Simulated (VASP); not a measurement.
# Tl (P6_3/mmc) in VASP: a series of runs

The runs below take Tl through single point, with r2SCAN.

Program: VASP 6.6.1. These are calculated values, not measurements. Logs are shortened: lines on timing, memory, paths and dates and some standing lists are left out, and cuts for length are marked.

### 1 The cell of the first run

Symmetry: P6_3/mmc, No. 194, hexagonal system. The conventional cell has a = 3.539 Å, b = 3.539 Å, c = 5.562 Å, α = 90.00°, β = 90.00°, γ = 120.00°. Within 4.5 Å of Tl (site symmetry -6m2) lie 12 Tl at 3.45 to 3.54 Å.

### 2 Single point, r2SCAN

The input, POSCAR:

```
Tl
1.0
    3.5390101918      0.0000000000      0.0000000000
   -1.7695050959      3.0648727304      0.0000000000
    0.0000000000      0.0000000000      5.5624920705
Tl
2
Direct
    0.3333333333      0.6666666667      0.2500000000
    0.6666666667      0.3333333333      0.7500000000
```

The input, INCAR.step1:

```
SYSTEM = Tl
PREC = Accurate
ENCUT = 520
ISMEAR = -1
SIGMA = 0.1
LREAL = .FALSE.
LASPH = .TRUE.
NELM = 60
NBANDS = 20
GGA = PE
ALGO = Normal
EDIFF = 1E-4
LWAVE = .TRUE.
LCHARG = .FALSE.
```

The input, INCAR.step2:

```
SYSTEM = Tl
PREC = Accurate
ENCUT = 520
EDIFF = 1E-6
ISMEAR = -1
SIGMA = 0.1
LREAL = .FALSE.
LASPH = .TRUE.
NELM = 60
ALGO = Normal
ISIF = 2
LWAVE = .FALSE.
LCHARG = .FALSE.
METAGGA = R2SCAN
LMIXTAU = .TRUE.
NBANDS = 20
ISTART = 1
```

The input, KPOINTS:

```
regular mesh
0
G
  15 15 8
  0 0 0
```

Potentials or basis: VASP PAW PBE potentials, release 64 (Tl_d).

The run is started by

```bash
> cat potpaw_PBE.64/Tl_d/POTCAR > POTCAR
> cp INCAR.step1 INCAR
> mpirun -np 1 vasp_std > vasp.out
> cp INCAR.step2 INCAR
> mpirun -np 1 vasp_std > vasp.out
```

OUTCAR:

```text
SYSTEM = Tl
   PREC = Accurate
   ENCUT = 520
   EDIFF = 1E-6
   ISMEAR = -1
   LREAL = .FALSE.
   LASPH = .TRUE.
   NELM = 60
   ISIF = 2
   METAGGA = R2SCAN
   ISTART = 1

 ion  position               nearest neighbor table
   1  0.333  0.667  0.250-   2 3.45   2 3.45   2 3.45   2 3.45   2 3.45   2 3.45
   2  0.667  0.333  0.750-   1 3.45   1 3.45   1 3.45   1 3.45   1 3.45   1 3.45

  LATTYP: Found a hexagonal cell.
 ALAT       =     3.5390101918
 C/A-ratio  =     1.5717649199

  Lattice vectors:

 A1 = (   3.5390101918,   0.0000000000,   0.0000000000)
 A2 = (  -1.7695050959,   3.0648727304,   0.0000000000)
 A3 = (   0.0000000000,   0.0000000000,   5.5624920705)

Analysis of symmetry for initial positions (statically):
=====================================================================
 Subroutine PRICEL returns:
 Original cell was already a primitive cell.

 Routine SETGRP: Setting up the symmetry group for a
 hexagonal supercell.

 Subroutine GETGRP returns: Found 24 space group operations
 (whereof 12 operations were pure point group operations)
 out of a pool of 24 trial point group operations.

The static configuration has the point symmetry D_3d.
 The point group associated with its full space group is D_6h.

Analysis of symmetry for dynamics (positions and initial velocities):
=====================================================================
 Subroutine PRICEL returns:
 Original cell was already a primitive cell.

 Routine SETGRP: Setting up the symmetry group for a
 hexagonal supercell.

 Subroutine GETGRP returns: Found 24 space group operations
 (whereof 12 operations were pure point group operations)
 out of a pool of 24 trial point group operations.

The dynamic configuration has the point symmetry D_3d.
 The point group associated with its full space group is D_6h.

 Subroutine INISYM returns: Found 24 space group operations
 (whereof 12 operations are pure point group operations),
 and found     1 'primitive' translations

----------------------------------------------------------------------------------------

                                     Primitive cell

  volume of cell :      60.3342

  direct lattice vectors                    reciprocal lattice vectors
     3.539010192  0.000000000  0.000000000     0.282564883  0.163138911  0.000000000
    -1.769505096  3.064872730  0.000000000     0.000000000  0.326277822  0.000000000
[... 68 lines left out ...]
   number of dos      NEDOS =    301   number of ions     NIONS =      2
   total plane-waves  NPLWV =  32928
   dimension x,y,z NGX =    28 NGY =   28 NGZ =   42
   dimension x,y,z NGXF=    56 NGYF=   56 NGZF=   84
   ions per type =               2
   NGX,Y,Z   is equivalent  to a cutoff of  13.15, 13.15, 12.55 a.u.
   NGXF,Y,Z  is equivalent  to a cutoff of  26.31, 26.31, 25.11 a.u.
 SYSTEM =  Tl
   PREC   = accura    normal or accurate (medium, high low for compatibility)
   ISTART =      1    job   : 0-new  1-cont  2-samecut
   ICHARG =      0    charge: 1-file 2-atom 10-const
   ISPIN  =      1    spin polarized calculation?
   LNONCOLLINEAR =      F non collinear calculations
   LSORBIT =      F    spin-orbit coupling
   LASPH  =      T    aspherical Exc in radial PAW
   ENCUT  =  520.0 eV  38.22 Ry    6.18 a.u.   6.58  6.58 10.34*2*pi/ulx,y,z
   NELM   =     60;   NELMIN=  2; NELMDL=  0     # of ELM steps
   EDIFF  = 0.1E-05   stopping-criterion for ELM
   LREAL  =      F    real-space projection
[... 7 lines left out ...]
   TEBEG  =    0.0;   TEEND  =   0.0 temperature during run
   PSTRESS=    0.0 pullay stress
   NELECT =      26.0000    total number of electrons
   NUPDOWN=      -1.0000    fix difference up-down
   EMIN   =  10.00;   EMAX   =-10.00  energy-range for DOS
   EFERMI =   0.00;   METHOD = LEGACY
   ISMEAR =    -1;   SIGMA  =   0.10  broadening in eV -4-tet -1-fermi 0-gaus
   EFERMI_NEDOS =   21; number of points for ismear=-14 and -15
   IALGO  =     38    algorithm
   IMIX   =      4    mixing-type and parameters
     AMIX     =   0.40;   BMIX     =  1.00
     AMIX_MAG =   1.60;   BMIX_MAG =  1.00
  volume/ion in A,a.u.               =      30.17       203.58
  Fermi-wavevector in a.u.,A,eV,Ry     =   1.236549  2.336739 20.804041  1.529054
  Thomas-Fermi vector in A             =   2.371153
   LORBIT       =      0    0 simple, 1 ext, 2 COOP (PROOUT), +10 PAW based schemes
   METAGGA = R2SCAN    functional components
   LHFCALC =     F    Hartree Fock is set to
   AEXX    =    0.0000 exact exchange contribution
   IVDW    =     0    specifies the selected vdW correction
   LEPSILON=     F    determine dielectric tensor
   LRPA    =     F    only Hartree local field effects (RPA)
 non-spin polarized calculation
  energy-cutoff  :      520.00
  volume of cell :       60.33
 maximum number of plane-waves:      1665
 NGX is ok and might be reduce to    28
   NGX = 13   NGY = 13   NGZ = 21

 number of electron      26.0000004 magnetization

 Free energy of the ion-electron system (eV)
  ---------------------------------------------------
  ext. energy  EPLUGINS =         0.00000000
  ---------------------------------------------------
  free energy    TOTEN  =      -106.36644950 eV

  energy without entropy =     -106.33815679  energy(sigma->0) =     -106.35230314

 E-fermi :   6.0340     XC(G=0): -10.5245

 val. band max:        5.9800461050   @ k =   0.2667   0.1333   0.0000
 cond. band min:       6.0499469393   @ k =   0.4000   0.0667   0.2500
 fundamental gap:      0.0699008343
 Fermi energy:         6.0339577189

 k-point     1 :       0.0000    0.0000    0.0000
  band No.  band energies     occupation
      1      -6.2695      2.00000
      2      -6.0707      2.00000
      3      -6.0676      2.00000
      4      -6.0676      2.00000
      5      -6.0179      2.00000
      6      -6.0179      2.00000
[... 541 lines left out ...]
     19      13.7842      0.00000
     20      17.9882      0.00000

 [... further k-points ...]
[... 5 lines left out ...]
  --------------------------------------------------------------------------------------
  -------------------------------------------------------------------------------------
  Total       -0.0060074     -0.0060074     -0.0608919      0.0000000      0.0000000      0.0000000
  in kB       -0.1595263     -0.1595263     -1.6169861      0.0000000      0.0000000      0.0000000
  external PRESSURE =      -0.6453462 kB  Pullay stress =       0.0000000 kB

 VOLUME and BASIS-vectors are now :
 -----------------------------------------------------------------------------
  energy-cutoff  :      520.00
  volume of cell :       60.33
      direct lattice vectors                 reciprocal lattice vectors
     3.539010192  0.000000000  0.000000000     0.282564883  0.163138911  0.000000000
    -1.769505096  3.064872730  0.000000000     0.000000000  0.326277822  0.000000000
     0.000000000  0.000000000  5.562492071     0.000000000  0.000000000  0.179775537

 POSITION                                       TOTAL-FORCE (eV/Angst)
 -----------------------------------------------------------------------------------
     -0.00000      2.04325      1.39062        -0.000000      0.000000      0.000000
      1.76951      1.02162      4.17187         0.000000     -0.000000      0.000000
 -----------------------------------------------------------------------------------
    total drift:                               -0.000000      0.000000     -0.000000

  FREE ENERGIE OF THE ION-ELECTRON SYSTEM (eV)
  ---------------------------------------------------
  free  energy   TOTEN  =      -106.3664495017 eV

  energy  without entropy=     -106.3381567881  energy(sigma->0) =     -106.35230314
```

OUTCAR.step1:

```text
SYSTEM = Tl
   PREC = Accurate
   ENCUT = 520
   ISMEAR = -1
   LREAL = .FALSE.
   LASPH = .TRUE.
[... 776 lines left out ...]
     -0.00000      2.04325      1.39062        -0.000000      0.000000      0.000000
      1.76951      1.02162      4.17187         0.000000      0.000000      0.000000
 -----------------------------------------------------------------------------------
    total drift:                               -0.000000      0.000000     -0.000000

  FREE ENERGIE OF THE ION-ELECTRON SYSTEM (eV)
  ---------------------------------------------------
  free  energy   TOTEN  =        -4.4568116293 eV

  energy  without entropy=       -4.4275132576  energy(sigma->0) =       -4.44216244
```

OSZICAR.step1:

```text
N       E                     dE             d eps       ncg     rms          rms(c)
DAV:   1     0.129669840130E+03    0.12967E+03   -0.14082E+04  5472   0.122E+03
DAV:   2    -0.196834565911E+01   -0.13164E+03   -0.12905E+03  5904   0.273E+02
DAV:   3    -0.448710443559E+01   -0.25188E+01   -0.25096E+01  6180   0.330E+01
DAV:   4    -0.450317195500E+01   -0.16068E-01   -0.16066E-01  5748   0.284E+00
DAV:   5    -0.450340942858E+01   -0.23747E-03   -0.23747E-03  6000   0.341E-01    0.263E+00
DAV:   6    -0.446390208345E+01    0.39507E-01   -0.68753E-02  5748   0.199E+00    0.187E+00
DAV:   7    -0.445725632665E+01    0.66458E-02   -0.29465E-02  5868   0.130E+00    0.676E-01
DAV:   8    -0.445680447242E+01    0.45185E-03   -0.22084E-03  5704   0.346E-01    0.352E-02
DAV:   9    -0.445681162929E+01   -0.71569E-05   -0.15729E-05  2968   0.341E-02
   1 F= -.44568116E+01 E0= -.44421624E+01  d E =-.292984E-01
```

Wall time 3.8 min (1 thread of Intel Xeon 6975P-C (Granite Rapids), shared host); peak memory 0.27 GiB.

Results:

```yaml
Free_energy: -106.3664 eV
Pressure: -0.1 GPa
Band_gap_on_the_k_mesh: zero (bands 13 and 14 overlap by 5.68 eV)
```

Caveat: the PAW data sets were made with another functional, which shifts forces and pressure a little; spin-orbit coupling is left out, which moves the levels of the heavy elements.

### 3 Single point, r2SCAN

POSCAR is that of step 2.

Changes to INCAR.step1 since step 2:

```diff
@@ -7,3 +7,3 @@
 LASPH = .TRUE.
-NELM = 60
+NELM = 100
 NBANDS = 20
```

The input, INCAR.step2:

```
SYSTEM = Tl
PREC = Accurate
ENCUT = 520
EDIFF = 1E-6
ISMEAR = -1
SIGMA = 0.1
LREAL = .FALSE.
LASPH = .TRUE.
NELM = 100
ALGO = Normal
ISIF = 2
LWAVE = .FALSE.
LCHARG = .TRUE.
METAGGA = R2SCAN
LMIXTAU = .TRUE.
LELF = .TRUE.
LVHAR = .TRUE.
NBANDS = 20
ISTART = 1
```

The input, KPOINTS:

```
regular mesh
0
G
  17 17 9
  0 0 0
```

Potentials or basis: VASP PAW PBE potentials, release 64 (Tl_d).

The run is started by

```bash
> cat potpaw_PBE.64/Tl_d/POTCAR > POTCAR
> cp INCAR.step1 INCAR
> mpirun -np 1 vasp_std > vasp.out
> cp INCAR.step2 INCAR
> mpirun -np 1 vasp_std > vasp.out
```

Run time: 4.5 min. Hardware: 1 thread of Intel Xeon 6975P-C (Granite Rapids), shared host; peak memory 0.3 GiB.

Results (log left out):

- Free energy: -106.3677 eV
- Pressure: 0.0 GPa
- Band gap on the k mesh: zero (bands 13 and 14 overlap by 4.61 eV)

Stress tensor (GPa, compression positive):
```
-0.10  0.00  0.00
 0.00 -0.10  0.00
 0.00  0.00  0.12
```

Levels at points of the mesh, in eV from the Fermi level:
| k point | band 11 | band 12 | band 13 | band 14 | band 15 | band 16 |
| --- | --- | --- | --- | --- | --- | --- |
| (0.00, 0.00, 0.00) | -10.12 | -5.27 | -2.65 | 7.61 | 7.61 | 9.70 |

Caveat: the PAW data sets were made with another functional, which shifts forces and pressure a little; spin-orbit coupling is left out, which moves the levels of the heavy elements.

The gap in the log of VASP goes by the Fermi energy; the results here count the filled bands.